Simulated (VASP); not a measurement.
A run of VASP 6.6.1:

INCAR

```
SYSTEM = Al2BN3
  ALGO = Normal
  EDIFF = 1E-6
  ENCUT = 520
  GGA = PE
  ISIF = 2
  ISMEAR = 0
  LASPH = .TRUE.
  LCHARG = .FALSE.
  LREAL = .FALSE.
  LWAVE = .FALSE.
  NBANDS = 36
  NELM = 60
  PREC = Accurate
  SIGMA = 0.1
```

The input KPOINTS:

```
k-points
0
G
  6 6 2
  0 0 0
```

POSCAR

```
Al2BN3
1.0
    2.9677189417      0.0000000000      0.0000000000
   -1.4838594709      2.5701199948      0.0000000000
    0.0000000000      0.0000000000     14.4053098506
Al B N
4 2 6
Direct
    0.6666666667      0.3333333333      0.6649361141
    0.3333333333      0.6666666667      0.1648081405
    0.3333333333      0.6666666667      0.4858969892
    0.3333333333      0.6666666667      0.8438202065
    0.6666666667      0.3333333333      0.0129905625
    0.6666666667      0.3333333333      0.3340022440
    0.6666666667      0.3333333333      0.1184862840
    0.6666666667      0.3333333333      0.4395069256
    0.6666666667      0.3333333333      0.7956021959
    0.3333333333      0.6666666667      0.2971651424
    0.3333333333      0.6666666667      0.6165579175
    0.3333333333      0.6666666667      0.9762272777
```

Potentials or basis: VASP PAW PBE potentials, release 64 (Al, B, N).

The run is started by

```sh
$ cat potpaw_PBE.64/Al/POTCAR potpaw_PBE.64/B/POTCAR potpaw_PBE.64/N/POTCAR > POTCAR
$ mpirun -np 1 vasp_std > vasp.out
```

Hardware: 1 thread of Intel(R) Xeon(R) Platinum 8375C CPU @ 2.90GHz (Ice Lake) (shared host).

Question: Estimate the wall time of this run.

Answer: Run time: 62 s on 1 thread of Intel(R) Xeon(R) Platinum 8375C CPU @ 2.90GHz (Ice Lake), on a shared host, peak memory 0.24 GiB. Counts: scf iterations 16, k points 14.
